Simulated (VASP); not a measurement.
# La (Pm-3m) in VASP: further runs, part 2 of 3

VASP 6.6.1. Earlier steps stand in the parts before.

## 3. Single point, LDA

This run uses another cell than the first one, of 14.91 Å³/atom.

File INCAR:

```
SYSTEM = La
  PREC = Accurate
  ENCUT = 520
  EDIFF = 1E-6
  ISMEAR = -1
  SIGMA = 0.08
  LREAL = .False.
  LASPH = .True.
  NELM = 80
  ALGO = Normal
  ISIF = 2
  LWAVE = .False.
  LCHARG = .False.
  GGA = CA
  NBANDS = 12
```

File KPOINTS:

```
Automatic mesh
0
Gamma
  15 15 15
  0 0 0
```

File POSCAR:

```
La
1.0
    2.4611945015      0.0000000000      0.0000000000
    0.0000000000      2.4611945015      0.0000000000
    0.0000000000      0.0000000000      2.4611945015
La
1
Direct
    0.0000000000      0.0000000000      0.0000000000
```

Potentials or basis: VASP PAW LDA potentials, release 64 (La).

On the command line:

```bash
> cat potpaw_LDA.64/La/POTCAR > POTCAR
> mpirun -np 1 vasp_std > vasp.out
```

OUTCAR:

```text
SYSTEM = La
   PREC = Accurate
   ENCUT = 520
   EDIFF = 1E-6
   ISMEAR = -1
   LREAL = .False.
   LASPH = .True.
   NELM = 80
   ISIF = 2
   GGA = CA

 ion  position               nearest neighbor table
   1  0.000  0.000  0.000-

  LATTYP: Found a simple cubic cell.
 ALAT       =     2.4611945015

  Lattice vectors:

 A1 = (   2.4611945015,   0.0000000000,   0.0000000000)
 A2 = (   0.0000000000,   2.4611945015,   0.0000000000)
 A3 = (   0.0000000000,   0.0000000000,   2.4611945015)

Analysis of symmetry for initial positions (statically):
=====================================================================
 Subroutine PRICEL returns:
 Original cell was already a primitive cell.

 Routine SETGRP: Setting up the symmetry group for a
 simple cubic supercell.

 Subroutine GETGRP returns: Found 48 space group operations
 (whereof 48 operations were pure point group operations)
 out of a pool of 48 trial point group operations.

The static configuration has the point symmetry O_h .

Analysis of symmetry for dynamics (positions and initial velocities):
=====================================================================
 Subroutine PRICEL returns:
 Original cell was already a primitive cell.

 Routine SETGRP: Setting up the symmetry group for a
 simple cubic supercell.

 Subroutine GETGRP returns: Found 48 space group operations
 (whereof 48 operations were pure point group operations)
 out of a pool of 48 trial point group operations.

The dynamic configuration has the point symmetry O_h .

 Subroutine INISYM returns: Found 48 space group operations
 (whereof 48 operations are pure point group operations),
 and found     1 'primitive' translations

----------------------------------------------------------------------------------------

                                     Primitive cell

  volume of cell :      14.9086

  direct lattice vectors                    reciprocal lattice vectors
     2.461194502  0.000000000  0.000000000     0.406306775  0.000000000  0.000000000
     0.000000000  2.461194502  0.000000000     0.000000000  0.406306775  0.000000000
     0.000000000  0.000000000  2.461194502     0.000000000  0.000000000  0.406306775

  length of vectors
     2.461194502  2.461194502  2.461194502     0.406306775  0.406306775  0.406306775

  position of ions in fractional coordinates (direct lattice)
     0.000000000  0.000000000  0.000000000

  ion indices of the primitive-cell ions
   primitive index   ion index
                 1           1

----------------------------------------------------------------------------------------

 KPOINTS: Automatic mesh

Automatic generation of k-mesh.
 Grid dimensions read from file:
 generate k-points for:   15   15   15

 Generating k-lattice:

  Cartesian coordinates                     Fractional coordinates (reciprocal lattice)
     0.027087118  0.000000000  0.000000000     0.066666667  0.000000000  0.000000000
     0.000000000  0.027087118  0.000000000     0.000000000  0.066666667  0.000000000
     0.000000000  0.000000000  0.027087118     0.000000000  0.000000000  0.066666667

  Length of vectors
     0.027087118  0.027087118  0.027087118

  Shift w.r.t. Gamma in fractional coordinates (k-lattice)
     0.000000000  0.000000000  0.000000000

 Subroutine IBZKPT returns following result:
 ===========================================

 Found    120 irreducible k-points:

 Following reciprocal coordinates:
            Coordinates               Weight
  0.000000  0.000000  0.000000      1.000000
  0.066667  0.000000  0.000000      6.000000
  0.133333  0.000000  0.000000      6.000000
  0.200000  0.000000  0.000000      6.000000
  0.266667  0.000000  0.000000      6.000000
  0.333333  0.000000  0.000000      6.000000
[... 16 lines left out ...]
  0.266667  0.200000  0.000000     24.000000
  0.333333  0.200000  0.000000     24.000000
 [... further k-points ...]
   k-points           NKPTS =    120   k-points in BZ     NKDIM =    120   number of bands    NBANDS=     12
   number of dos      NEDOS =    301   number of ions     NIONS =      1
   total plane-waves  NPLWV =   5832
   dimension x,y,z NGX =    18 NGY =   18 NGZ =   18
   dimension x,y,z NGXF=    36 NGYF=   36 NGZF=   36
   ions per type =               1
   NGX,Y,Z   is equivalent  to a cutoff of  12.16, 12.16, 12.16 a.u.
   NGXF,Y,Z  is equivalent  to a cutoff of  24.32, 24.32, 24.32 a.u.
 SYSTEM =  La
   PREC   = accura    normal or accurate (medium, high low for compatibility)
   ISTART =      0    job   : 0-new  1-cont  2-samecut
   ICHARG =      2    charge: 1-file 2-atom 10-const
   ISPIN  =      1    spin polarized calculation?
   LNONCOLLINEAR =      F non collinear calculations
   LSORBIT =      F    spin-orbit coupling
   LASPH  =      T    aspherical Exc in radial PAW
   ENCUT  =  520.0 eV  38.22 Ry    6.18 a.u.   4.58  4.58  4.58*2*pi/ulx,y,z
   NELM   =     80;   NELMIN=  2; NELMDL= -5     # of ELM steps
   EDIFF  = 0.1E-05   stopping-criterion for ELM
   LREAL  =      F    real-space projection
   EDIFFG = 0.1E-04   stopping-criterion for IOM
   NSW    =      0    number of steps for IOM
   IBRION =     -1    ionic relax: 0-MD 1-quasi-New 2-CG
   NFREE  =      0    steps in history (QN), initial steepest desc. (CG)
   ISIF   =      2    stress and relaxation
   ISYM   =      2    0-nonsym 1-usesym 2-fastsym
   POTIM  = 0.5000    time-step for ionic-motion
   TEBEG  =    0.0;   TEEND  =   0.0 temperature during run
   PSTRESS=    0.0 pullay stress
   NELECT =      11.0000    total number of electrons
   NUPDOWN=      -1.0000    fix difference up-down
   EMIN   =  10.00;   EMAX   =-10.00  energy-range for DOS
   EFERMI =   0.00;   METHOD = LEGACY
   ISMEAR =    -1;   SIGMA  =   0.08  broadening in eV -4-tet -1-fermi 0-gaus
   EFERMI_NEDOS =   21; number of points for ismear=-14 and -15
   IALGO  =     38    algorithm
   IMIX   =      4    mixing-type and parameters
     AMIX     =   0.40;   BMIX     =  1.00
     AMIX_MAG =   1.60;   BMIX_MAG =  1.00
  volume/ion in A,a.u.               =      14.91       100.61
  Fermi-wavevector in a.u.,A,eV,Ry     =   1.479312  2.795494 29.774501  2.188364
  Thomas-Fermi vector in A             =   2.593485
   LORBIT       =      0    0 simple, 1 ext, 2 COOP (PROOUT), +10 PAW based schemes
   GGA     = CA    functional components
   LHFCALC =     F    Hartree Fock is set to
   AEXX    =    0.0000 exact exchange contribution
   IVDW    =     0    specifies the selected vdW correction
   LEPSILON=     F    determine dielectric tensor
   LRPA    =     F    only Hartree local field effects (RPA)
 non-spin polarized calculation
  energy-cutoff  :      520.00
  volume of cell :       14.91
 maximum number of plane-waves:       417
   NGX =  9   NGY =  9   NGZ =  9

 number of electron      11.0000002 magnetization

 Free energy of the ion-electron system (eV)
  ---------------------------------------------------
  ext. energy  EPLUGINS =         0.00000000
  ---------------------------------------------------
  free energy    TOTEN  =        -1.23828212 eV

  energy without entropy =       -1.21205504  energy(sigma->0) =       -1.22516858

 E-fermi :  20.3774     XC(G=0): -13.9545

 val. band max:       20.3768773597   @ k =   0.3333   0.1333   0.0000
 cond. band min:      20.4355560345   @ k =   0.3333   0.1333   0.0667
 fundamental gap:      0.0586786748
 Fermi energy:        20.3774353138

 k-point     1 :       0.0000    0.0000    0.0000
  band No.  band energies     occupation
      1     -15.6961      2.00000
      2       8.5840      2.00000
      3       8.5840      2.00000
      4       8.5840      2.00000
      5      17.3095      2.00000
      6      17.3095      2.00000
      7      21.7471      0.00000
      8      23.9890      0.00000
      9      23.9890      0.00000
     10      23.9890      0.00000
     11      26.2128      0.00000
     12      26.2128      0.00000
[... 331 lines left out ...]
 k-point    24 :       0.3333    0.2000    0.0000
  band No.  band energies     occupation
      1     -13.1078      2.00000
      2       0.3621      2.00000
      3       5.2166      2.00000
      4      10.6200      2.00000
      5      19.0494      2.00000
      6      20.1811      1.84179
      7      22.4363      0.00000
      8      24.4180      0.00000
      9      24.8435      0.00000
     10      25.2308      0.00000
     11      25.4176      0.00000
     12      26.4647      0.00000

 [... further k-points ...]

------------------------ aborting loop because EDIFF is reached ----------------------------------------

  FORCE on cell =-STRESS in cart. coord.  units (eV):
  Direction    XX          YY          ZZ          XY          YZ          ZX
  --------------------------------------------------------------------------------------
  -------------------------------------------------------------------------------------
  Total       15.9180453     15.9180453     15.9180453      0.0000000     -0.0000000     -0.0000000
  in kB     1710.6553122   1710.6553122   1710.6553122      0.0000000     -0.0000000     -0.0000000
  external PRESSURE =    1710.6553122 kB  Pullay stress =       0.0000000 kB

 VOLUME and BASIS-vectors are now :
 -----------------------------------------------------------------------------
  energy-cutoff  :      520.00
  volume of cell :       14.91
      direct lattice vectors                 reciprocal lattice vectors
     2.461194502  0.000000000  0.000000000     0.406306775  0.000000000  0.000000000
     0.000000000  2.461194502  0.000000000     0.000000000  0.406306775  0.000000000
     0.000000000  0.000000000  2.461194502     0.000000000  0.000000000  0.406306775

 POSITION                                       TOTAL-FORCE (eV/Angst)
 -----------------------------------------------------------------------------------
      0.00000      0.00000      0.00000         0.000000      0.000000      0.000000
 -----------------------------------------------------------------------------------
    total drift:                               -0.000000      0.000000      0.000000

  FREE ENERGIE OF THE ION-ELECTRON SYSTEM (eV)
  ---------------------------------------------------
  free  energy   TOTEN  =        -1.2382821166 eV

  energy  without entropy=       -1.2120550381  energy(sigma->0) =       -1.22516858
```

OSZICAR:

```text
N       E                     dE             d eps       ncg     rms          rms(c)
DAV:   1     0.651143456339E+02    0.65114E+02   -0.39626E+03  3272   0.141E+03
DAV:   2     0.287437846384E+01   -0.62240E+02   -0.56870E+02  3240   0.210E+02
DAV:   3    -0.156292331749E+01   -0.44373E+01   -0.42197E+01  4096   0.677E+01
DAV:   4    -0.174841279497E+01   -0.18549E+00   -0.18425E+00  4772   0.113E+01
DAV:   5    -0.175855992718E+01   -0.10147E-01   -0.10139E-01  4332   0.220E+00    0.164E+01
DAV:   6    -0.141210994918E+01    0.34645E+00   -0.75998E-02  3636   0.401E+00    0.104E+01
DAV:   7    -0.123969401213E+01    0.17242E+00   -0.79402E-02  3988   0.340E+00    0.354E-01
DAV:   8    -0.123805220117E+01    0.16418E-02   -0.15455E-02  4428   0.160E+00    0.115E-01
DAV:   9    -0.123828211764E+01   -0.22992E-03   -0.84220E-04  4396   0.217E-01    0.561E-02
DAV:  10    -0.123828178399E+01    0.33365E-06   -0.10970E-04  4720   0.100E-01    0.662E-03
DAV:  11    -0.123828211658E+01   -0.33259E-06   -0.16652E-06  3436   0.123E-02
   1 F= -.12382821E+01 E0= -.12251686E+01  d E =-.262271E-01
```

stdout:

```text
POSCAR found type information on POSCAR La
 POSCAR found :  1 types and       1 ions
 scaLAPACK will be used
 LDA part: xc-table for (Slater(with rela. corr.)+CA(PZ))
 , standard interpolation
 POSCAR, INCAR and KPOINTS ok, starting setup
 FFT: planning ... GRIDC
 FFT: planning ... GRID_SOFT
 FFT: planning ... GRID
 WAVECAR not read
 entering main loop
```

Wall time 22 s (1 thread of Intel Xeon 8259CL, shared host); peak memory 0.14 GiB.

What came out:

```
Free energy            : -1.2383 eV
Pressure               : 171.1 GPa
Band gap on the k mesh : zero (an odd number of electrons rules out a gap without spin polarisation)
```

Caveat: the cell stands under pressure; spin-orbit coupling is left out, which moves the levels of the heavy elements.

(Continued in part 3 of 3.)
